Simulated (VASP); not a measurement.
Wanted: the native input for a VASP 6.6.1 run.

```yaml
Task: relaxation of cell and atoms
Functional: PBE
Potentials_or_basis: VASP PAW PBE potentials, release 64 (Ag)
Cutoff: 600 eV
k_mesh: 16 × 16 × 16
Occupations: fermi-dirac, width 0.08 eV
Spin: no spin polarisation
Dipole_correction: no
Further_INCAR_settings: ALGO = Normal; EDIFF = 1e-06; IBRION = 2; EDIFFG = -0.005; NSW = 100; ISIF = 3
```

The structure of Ag lies in POSCAR:

```
Ag
1.0
   -1.5992675272      1.5992675272      1.5992675272
    1.5992675272     -1.5992675272      1.5992675272
    1.5992675272      1.5992675272     -1.5992675272
Ag
1
Direct
    0.0000000000      0.0000000000      0.0000000000
```

This isn't the form of Ag at room conditions, which is fcc.

The input as run:

INCAR

```
PREC     = Accurate       # precision mode
ENCUT    = 600            # plane-wave cutoff, eV
EDIFF    = 1E-6           # SCF threshold, eV
ISMEAR   = -1             # smearing method
SIGMA    = 0.08           # smearing width, eV
LREAL    = F              # projectors in reciprocal space
LASPH    = T              # aspherical terms in the spheres
NELM     = 60             # most SCF steps
ALGO     = Normal         # electronic algorithm
ISIF     = 3              # what is computed and relaxed
LWAVE    = F              # write WAVECAR
LCHARG   = F              # write CHGCAR
GGA      = PE             # functional
IBRION   = 2              # ionic algorithm
NSW      = 100            # ionic steps
EDIFFG   = -0.005         # ionic threshold
```

KPOINTS

```
regular mesh
0
Gamma
  16 16 16
```

Potentials or basis: VASP PAW PBE potentials, release 64 (Ag).

Command:

```console
$ cat potpaw_PBE.64/Ag/POTCAR > POTCAR
$ mpirun -np 1 vasp_std > vasp.out
```

Results of the run:

```
Relaxed volume                        : 17.98 Å³/atom
Relaxed cell                          : a = 2.858 Å, b = 2.858 Å, c = 2.858 Å, α = 109.47°, β = 109.47°, γ = 109.47°
Space group after relaxing (to 0.1 Å) : Im-3m (No. 229)
Energy gained by relaxing             : 48.8 meV/atom
Ionic steps                           : 3
Pressure after relaxing               : 0.0 GPa
Band gap on the k mesh                : zero (an odd number of electrons rules out a gap without spin polarisation)
```

Run time: 27 s on 1 thread of AMD EPYC 9R45 96-Core Processor (Zen 5) (shared host), peak memory 0.14 GiB.
